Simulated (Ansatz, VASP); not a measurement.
**V in VASP and in Ansatz**

INCAR

```
ALGO = Normal ; EDIFF = 1E-6
ENCUT = 520 ; GGA = PE
ISIF = 2 ; ISMEAR = -1
ISPIN = 2 ; LASPH = T
LCHARG = F ; LMAXMIX = 4
LORBIT = 11 ; LREAL = F
LWAVE = F ; MAGMOM = 1.5
NBANDS = 16 ; NELM = 150
PREC = Accurate ; SIGMA = 0.08
```

The input KPOINTS:

```
k-points
0
Gamma
  15 15 15
```

POSCAR

```
V
1.0
    0.0000000000      1.9340762762      1.8192000000
    1.9340762762      0.0000000000      1.8192000000
    1.9340762762      1.9340762762      0.0000000000
V
1
Direct
    0.0000000000      0.0000000000      0.0000000000
```

Input for Ansatz:

```yaml
crystal:
  lattice:
    - [0.0, 1.9340762762, 1.8192]
    - [1.9340762762, 0.0, 1.8192]
    - [1.9340762762, 1.9340762762, 0.0]
  atoms:
    - { symbol: V, position: [0.0, 0.0, 0.0], spin: 1.5 }
magnetization:
  spin_polarized: true
kpoints:
  mp_grid: { grid: [15, 15, 15] }
scf:
  occupations: { method: fermi_dirac, width: 0.08 }
hamiltonian:
  xc: pbe
  pseudopotentials: { kind: all_electron, lapw: { basis_error: 0.001 } }
output:
  forces: true
  stress: true
  eigenvalues: true
```

Change from the starting cell: z stretched by -4 % at fixed volume.

Alike in both runs: task single point; functional PBE; k mesh 15 × 15 × 15; occupations fermi-dirac, width 0.08 eV; collinear spin.

|  | VASP | Ansatz |
| --- | --- | --- |
| version | VASP 6.6.1 | Ansatz 0.2.0 |
| potentials or method | VASP PAW PBE potentials, release 64 (V_sv), cutoff 520 eV | all-electron LAPW, scalar-relativistic |

VASP gave:

- pressure (GPa): 3.5
- traceless stress, the component that is largest in VASP (GPa): -9.97
- net moment per atom (μB): 0.00

Task: Which values does Ansatz return?

Result: Pressure (GPa): 3.2; traceless stress, the component that is largest in VASP (GPa): -9.98; net moment per atom (μB): 0.00.

Ansatz ran all-electron here, and VASP with PAW potentials. Ansatz's warnings: seeded moment not kept.
